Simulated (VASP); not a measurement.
# BaTiO3 (R3m) in VASP: further runs

Runs on BaTiO3. Level: PBE. Tasks: single point.

Program: VASP 6.6.1. These are calculated values, not measurements. Logs are shortened: lines on timing, memory, paths and dates and some standing lists are left out, and cuts for length are marked.

## 1. The cell of the first run

Symmetry: R3m, No. 160, trigonal system. Conventional cell: a = 5.655 Å, b = 5.655 Å, c = 6.814 Å, α = 90.00°, β = 90.00°, γ = 120.00°. Within 3.6 Å of Ba (site symmetry 3m) lie 12 O at 2.75 to 2.84 Å and 8 Ti at 3.31 to 3.50 Å. Ti (site symmetry 3m) has 6 O at 1.87 to 2.12 Å within 2.5 Å. Within 2.5 Å of O (site symmetry m) lie 2 Ti at 1.87 to 2.12 Å.

## 2. Single point, PBE (zz strain of -2 %)

File INCAR:

```
SYSTEM = BaTiO3
PREC     = Accurate       ! precision mode
ENCUT    = 520            ! plane-wave cutoff, eV
EDIFF    = 1E-6           ! SCF threshold, eV
ISMEAR   = -1             ! smearing method
SIGMA    = 0.05           ! smearing width, eV
LREAL    = .False.        ! projectors in reciprocal space
LASPH    = .True.         ! aspherical terms in the spheres
NELM     = 80             ! most SCF steps
ALGO     = Normal         ! electronic algorithm
ISIF     = 2              ! what is computed and relaxed
LWAVE    = .False.        ! write WAVECAR
LCHARG   = .False.        ! write CHGCAR
GGA      = PE             ! functional
NBANDS   = 28             ! bands
```

File KPOINTS:

```
regular mesh
0
Gamma
  9 9 9
  0 0 0
```

File POSCAR:

```
BaTiO3
1.0
    2.8276681575      1.6325549719      2.2713769758
   -2.8276681575      1.6325549719      2.2713769758
    0.0000000000     -3.2651099438      2.2713769758
Ba Ti O
1 1 3
Direct
    0.0000000000      0.0000000000      0.0000000000
    0.5140000000      0.5140000000      0.5140000000
    0.4916000000      0.4916000000      0.9815000000
    0.4916000000      0.9815000000      0.4916000000
    0.9815000000      0.4916000000      0.4916000000
```

Potentials or basis: VASP PAW PBE potentials, release 64 (Ba_sv, Ti_sv, O).

Started as:

```bash
$ cat potpaw_PBE.64/Ba_sv/POTCAR potpaw_PBE.64/Ti_sv/POTCAR potpaw_PBE.64/O/POTCAR > POTCAR
$ mpirun -np 1 vasp_std > vasp.out
```

OUTCAR:

```text
SYSTEM = BaTiO3
   PREC = Accurate
   ENCUT = 520
   EDIFF = 1E-6
   ISMEAR = -1
   LREAL = .False.
   LASPH = .True.
   NELM = 80
   ISIF = 2
   GGA = PE

 ion  position               nearest neighbor table
   1  0.000  0.000  0.000-   3 2.75   4 2.75   5 2.75   5 2.83   4 2.83   4 2.83   5 2.83   3 2.83
                             3 2.83   3 2.84   4 2.84   5 2.84   2 3.31   2 3.43   2 3.43   2 3.43
   2  0.514  0.514  0.514-   3 1.87   4 1.87   5 1.87   3 2.12   4 2.12   5 2.12   1 3.31   1 3.43
                             1 3.43   1 3.43   1 3.49   1 3.49   1 3.49   1 3.50
   3  0.492  0.492  0.981-   2 1.87   2 2.12   1 2.75   1 2.83   1 2.83   1 2.84
   4  0.492  0.981  0.492-   2 1.87   2 2.12   1 2.75   1 2.83   1 2.83   1 2.84
   5  0.981  0.492  0.492-   2 1.87   2 2.12   1 2.75   1 2.83   1 2.83   1 2.84

  LATTYP: Found a trigonal (rhomboedric) cell.
 ALAT       =     3.9774484675
 COS(alpha) =    -0.0108291443

  Lattice vectors:

 A1 = (   2.8276681575,   1.6325549719,   2.2713769758)
 A2 = (  -2.8276681575,   1.6325549719,   2.2713769758)
 A3 = (   0.0000000000,  -3.2651099438,   2.2713769758)

Analysis of symmetry for initial positions (statically):
=====================================================================
 Subroutine PRICEL returns:
 Original cell was already a primitive cell.

 Routine SETGRP: Setting up the symmetry group for a
 trigonal (rhombohedral) supercell.

 Subroutine GETGRP returns: Found  6 space group operations
 (whereof  6 operations were pure point group operations)
 out of a pool of 12 trial point group operations.

The static configuration has the point symmetry C_3v.

Analysis of symmetry for dynamics (positions and initial velocities):
=====================================================================
 Subroutine PRICEL returns:
 Original cell was already a primitive cell.

 Routine SETGRP: Setting up the symmetry group for a
 trigonal (rhombohedral) supercell.

 Subroutine GETGRP returns: Found  6 space group operations
 (whereof  6 operations were pure point group operations)
 out of a pool of 12 trial point group operations.

The dynamic configuration has the point symmetry C_3v.

 Subroutine INISYM returns: Found  6 space group operations
 (whereof  6 operations are pure point group operations),
 and found     1 'primitive' translations

----------------------------------------------------------------------------------------

                                     Primitive cell

  volume of cell :      62.9125

  direct lattice vectors                    reciprocal lattice vectors
     2.827668157  1.632554972  2.271376976     0.176824143  0.102089467  0.146753858
    -2.827668157  1.632554972  2.271376976    -0.176824143  0.102089467  0.146753858
     0.000000000 -3.265109944  2.271376976     0.000000000 -0.204178934  0.146753858

  length of vectors
     3.977448467  3.977448467  3.977448467     0.251447274  0.251447274  0.251447274

  position of ions in fractional coordinates (direct lattice)
     0.000000000  0.000000000  0.000000000
     0.514000000  0.514000000  0.514000000
     0.491600000  0.491600000  0.981500000
     0.491600000  0.981500000  0.491600000
     0.981500000  0.491600000  0.491600000

  ion indices of the primitive-cell ions
   primitive index   ion index
                 1           1
                 2           2
                 3           3
                 4           4
                 5           5

----------------------------------------------------------------------------------------

 KPOINTS: regular mesh

Automatic generation of k-mesh.
 Grid dimensions read from file:
 generate k-points for:    9    9    9

 Generating k-lattice:

  Cartesian coordinates                     Fractional coordinates (reciprocal lattice)
     0.019647127  0.011343274  0.016305984     0.111111111  0.000000000  0.000000000
    -0.019647127  0.011343274  0.016305984     0.000000000  0.111111111  0.000000000
     0.000000000 -0.022686548  0.016305984     0.000000000  0.000000000  0.111111111

  Length of vectors
     0.027938586  0.027938586  0.027938586

  Shift w.r.t. Gamma in fractional coordinates (k-lattice)
     0.000000000  0.000000000  0.000000000

 Subroutine IBZKPT returns following result:
 ===========================================

 Found     85 irreducible k-points:

 Following reciprocal coordinates:
            Coordinates               Weight
  0.000000  0.000000  0.000000      1.000000
  0.111111  0.000000  0.000000      6.000000
  0.222222 -0.000000  0.000000      6.000000
  0.333333  0.000000  0.000000      6.000000
  0.444444 -0.000000  0.000000      6.000000
  0.111111  0.111111  0.000000      6.000000
[... 16 lines left out ...]
 -0.333333  0.333333  0.000000      6.000000
  0.444444  0.444444 -0.000000      6.000000
 [... further k-points ...]
   k-points           NKPTS =     85   k-points in BZ     NKDIM =     85   number of bands    NBANDS=     28
   number of dos      NEDOS =    301   number of ions     NIONS =      5
   total plane-waves  NPLWV =  27000
   dimension x,y,z NGX =    30 NGY =   30 NGZ =   30
   dimension x,y,z NGXF=    60 NGYF=   60 NGZF=   60
   ions per type =               1   1   3
   NGX,Y,Z   is equivalent  to a cutoff of  12.54, 12.54, 12.54 a.u.
   NGXF,Y,Z  is equivalent  to a cutoff of  25.08, 25.08, 25.08 a.u.
 SYSTEM =  BaTiO3
   PREC   = accura    normal or accurate (medium, high low for compatibility)
   ISTART =      0    job   : 0-new  1-cont  2-samecut
   ICHARG =      2    charge: 1-file 2-atom 10-const
   ISPIN  =      1    spin polarized calculation?
   LNONCOLLINEAR =      F non collinear calculations
   LSORBIT =      F    spin-orbit coupling
   LASPH  =      T    aspherical Exc in radial PAW
   ENCUT  =  520.0 eV  38.22 Ry    6.18 a.u.   7.40  7.40  7.40*2*pi/ulx,y,z
   NELM   =     80;   NELMIN=  2; NELMDL= -5     # of ELM steps
   EDIFF  = 0.1E-05   stopping-criterion for ELM
   LREAL  =      F    real-space projection
   EDIFFG = 0.1E-04   stopping-criterion for IOM
   NSW    =      0    number of steps for IOM
   IBRION =     -1    ionic relax: 0-MD 1-quasi-New 2-CG
   NFREE  =      0    steps in history (QN), initial steepest desc. (CG)
   ISIF   =      2    stress and relaxation
   ISYM   =      2    0-nonsym 1-usesym 2-fastsym
   POTIM  = 0.5000    time-step for ionic-motion
   TEBEG  =    0.0;   TEEND  =   0.0 temperature during run
   PSTRESS=    0.0 pullay stress
   NELECT =      40.0000    total number of electrons
   NUPDOWN=      -1.0000    fix difference up-down
   EMIN   =  10.00;   EMAX   =-10.00  energy-range for DOS
   EFERMI =   0.00;   METHOD = LEGACY
   ISMEAR =    -1;   SIGMA  =   0.05  broadening in eV -4-tet -1-fermi 0-gaus
   EFERMI_NEDOS =   21; number of points for ismear=-14 and -15
   IALGO  =     38    algorithm
   IMIX   =      4    mixing-type and parameters
     AMIX     =   0.40;   BMIX     =  1.00
     AMIX_MAG =   1.60;   BMIX_MAG =  1.00
  volume/ion in A,a.u.               =      12.58        84.91
  Fermi-wavevector in a.u.,A,eV,Ry     =   1.407719  2.660203 26.962289  1.981672
  Thomas-Fermi vector in A             =   2.529950
   LORBIT       =      0    0 simple, 1 ext, 2 COOP (PROOUT), +10 PAW based schemes
   GGA     = PE    functional components
   LHFCALC =     F    Hartree Fock is set to
   AEXX    =    0.0000 exact exchange contribution
   IVDW    =     0    specifies the selected vdW correction
   LEPSILON=     F    determine dielectric tensor
   LRPA    =     F    only Hartree local field effects (RPA)
 non-spin polarized calculation
  energy-cutoff  :      520.00
  volume of cell :       62.91
 maximum number of plane-waves:      1731
 NGX is ok and might be reduce to    30
   NGX = 15   NGY = 15   NGZ = 15

 number of electron      39.9999999 magnetization

 Free energy of the ion-electron system (eV)
  ---------------------------------------------------
  ext. energy  EPLUGINS =         0.00000000
  ---------------------------------------------------
  free energy    TOTEN  =       -39.90790696 eV

  energy without entropy =      -39.90790696  energy(sigma->0) =      -39.90790696

 E-fermi :   5.0824     XC(G=0): -11.3431

 val. band max:        3.9125508116   @ k =   0.4444   0.4444   0.4444
 cond. band min:       6.3403907270   @ k =   0.0000   0.0000   0.0000
 fundamental gap:      2.4278399154
 Fermi energy:         5.0823851074

 k-point     1 :       0.0000    0.0000    0.0000
  band No.  band energies     occupation
      1     -52.2920      2.00000
      2     -28.5664      2.00000
      3     -28.5551      2.00000
      4     -28.5551      2.00000
      5     -20.8357      2.00000
      6     -12.9468      2.00000
[... 20 lines left out ...]
     27       9.0239      0.00000
     28      11.5126      0.00000

 k-point     2 :       0.1111    0.0000    0.0000
  band No.  band energies     occupation
      1     -52.2919      2.00000
      2     -28.5696      2.00000
      3     -28.5585      2.00000
      4     -28.5548      2.00000
      5     -20.8207      2.00000
      6     -12.9549      2.00000
[... 20 lines left out ...]
     27       9.2735      0.00000
     28      11.8113      0.00000

 k-point     3 :       0.2222   -0.0000    0.0000
  band No.  band energies     occupation
      1     -52.2915      2.00000
      2     -28.5845      2.00000
      3     -28.5605      2.00000
      4     -28.5541      2.00000
      5     -20.7821      2.00000
      6     -13.0121      2.00000
[... 20 lines left out ...]
     27       9.9532      0.00000
     28      12.4668      0.00000

 k-point     4 :       0.3333    0.0000    0.0000
  band No.  band energies     occupation
      1     -52.2911      2.00000
      2     -28.6038      2.00000
      3     -28.5602      2.00000
      4     -28.5534      2.00000
      5     -20.7373      2.00000
      6     -13.1184      2.00000
[... 578 lines left out ...]
     27      12.3118      0.00000
     28      13.4467      0.00000

 k-point    23 :      -0.3333    0.3333    0.0000
  band No.  band energies     occupation
      1     -52.2903      2.00000
      2     -28.6038      2.00000
      3     -28.5977      2.00000
      4     -28.5549      2.00000
      5     -20.6669      2.00000
      6     -12.8358      2.00000
[... 20 lines left out ...]
     27      12.4633      0.00000
     28      12.7452      0.00000

 k-point    24 :       0.4444    0.4444   -0.0000
  band No.  band energies     occupation
      1     -52.2898      2.00000
      2     -28.6155      2.00000
      3     -28.6093      2.00000
      4     -28.5540      2.00000
      5     -20.6263      2.00000
      6     -12.6510      2.00000
[... 20 lines left out ...]
     27      12.2198      0.00000
     28      13.9048      0.00000

 [... further k-points ...]
[... 5 lines left out ...]
  --------------------------------------------------------------------------------------
  -------------------------------------------------------------------------------------
  Total        3.5842639      3.5842639      5.3264388      0.0000000      0.0000000      0.0000000
  in kB       91.2796222     91.2796222    135.6471888      0.0000000      0.0000000      0.0000000
  external PRESSURE =     106.0688111 kB  Pullay stress =       0.0000000 kB

 VOLUME and BASIS-vectors are now :
 -----------------------------------------------------------------------------
  energy-cutoff  :      520.00
  volume of cell :       62.91
      direct lattice vectors                 reciprocal lattice vectors
     2.827668157  1.632554972  2.271376976     0.176824143  0.102089467  0.146753858
    -2.827668157  1.632554972  2.271376976    -0.176824143  0.102089467  0.146753858
     0.000000000 -3.265109944  2.271376976     0.000000000 -0.204178934  0.146753858

 POSITION                                       TOTAL-FORCE (eV/Angst)
 -----------------------------------------------------------------------------------
      0.00000      0.00000      0.00000         0.000000      0.000000      0.073211
      0.00000      0.00000      3.50246         0.000000      0.000000     -0.388126
      0.00000     -1.59958      4.46257         0.000000     -0.300019      0.104972
     -1.38527      0.79979      4.46257        -0.259824      0.150010      0.104972
      1.38527      0.79979      4.46257         0.259824      0.150010      0.104972
 -----------------------------------------------------------------------------------
    total drift:                               -0.000000      0.000004     -0.000744

  FREE ENERGIE OF THE ION-ELECTRON SYSTEM (eV)
  ---------------------------------------------------
  free  energy   TOTEN  =       -39.9079069601 eV

  energy  without entropy=      -39.9079069601  energy(sigma->0) =      -39.90790696
```

It took 2 min on 1 thread of AMD EPYC 7R13 (Zen 3), shared host; peak memory 0.25 GiB.

What came out:

- Free energy: -39.9079 eV
- Pressure: 10.6 GPa
- Largest force: 0.388 eV/Å
- Band gap on the k mesh: 2.43 eV, indirect (least direct gap 2.80 eV)

Forces in eV/Å, atoms in the order of the input:
```
Ba   0.000  0.000  0.073
Ti   0.000  0.000 -0.388
O    0.000 -0.300  0.105
O   -0.260  0.150  0.105
O    0.260  0.150  0.105
```

Levels at points of the mesh, in eV from the valence-band top:
```
           k point  band 17  band 18  band 19  band 20  band 21  band 22  band 23  band 24
(0.00, 0.00, 0.00)    -1.13    -0.42    -0.39    -0.39     2.43     2.43     2.50     4.61
```

Caveat: the cell differs from its parent crystal (zz strain of -2 %); spin-orbit coupling is left out, which moves the levels of the heavy elements.

## 3. Single point, PBE (zz strain of +1 %)

File INCAR:

```
SYSTEM = BaTiO3
ALGO = Normal
EDIFF = 1E-6
ENCUT = 520
GGA = PE
ISIF = 2
ISMEAR = -1
LASPH = .True.
LCHARG = .False.
LREAL = .False.
LWAVE = .False.
NBANDS = 28
NELM = 80
PREC = Accurate
SIGMA = 0.05
```

File KPOINTS:

```
k-points
0
Gamma
  9 9 9
  0 0 0
```

Edit POSCAR of step 2 so:

```diff
@@ -2,5 +2,5 @@
 1.0
-    2.8276681575      1.6325549719      2.2713769758
-   -2.8276681575      1.6325549719      2.2713769758
-    0.0000000000     -3.2651099438      2.2713769758
+    2.8276681575      1.6325549719      2.3409089241
+   -2.8276681575      1.6325549719      2.3409089241
+    0.0000000000     -3.2651099438      2.3409089241
 Ba Ti O
```

Potentials or basis: VASP PAW PBE potentials, release 64 (Ba_sv, Ti_sv, O).

Started as:

```bash
$ cat potpaw_PBE.64/Ba_sv/POTCAR potpaw_PBE.64/Ti_sv/POTCAR potpaw_PBE.64/O/POTCAR > POTCAR
$ mpirun -np 1 vasp_std > vasp.out
```

Run time: 2.1 min. Hardware: 1 thread of AMD EPYC 7R13 (Zen 3), shared host; peak memory 0.25 GiB.

It converged, with:

* Free energy: -40.0103 eV
* Pressure: 5.1 GPa
* Largest force: 0.170 eV/Å
* Band gap on the k mesh: 2.36 eV, indirect (least direct gap 2.70 eV)

Forces on the atoms (eV/Å):
```
Ba   0.000  0.000  0.079
Ti   0.000  0.000 -0.008
O    0.000 -0.168 -0.024
O   -0.146  0.084 -0.024
O    0.146  0.084 -0.024
```

Stress tensor (GPa, compression positive):
```
5.91 0.00 0.00
0.00 5.91 0.00
0.00 0.00 3.37
```

Levels at points of the mesh, in eV from the valence-band top:
```csv
k point,band 17,band 18,band 19,band 20,band 21,band 22,band 23,band 24
"(0.00, 0.00, 0.00)",-0.98,-0.51,-0.33,-0.33,2.36,2.36,2.52,4.44
```

Caveat: the cell differs from its parent crystal (zz strain of +1 %); spin-orbit coupling is left out, which moves the levels of the heavy elements. A k mesh can miss the band edges.

[end of part 1 of 2]
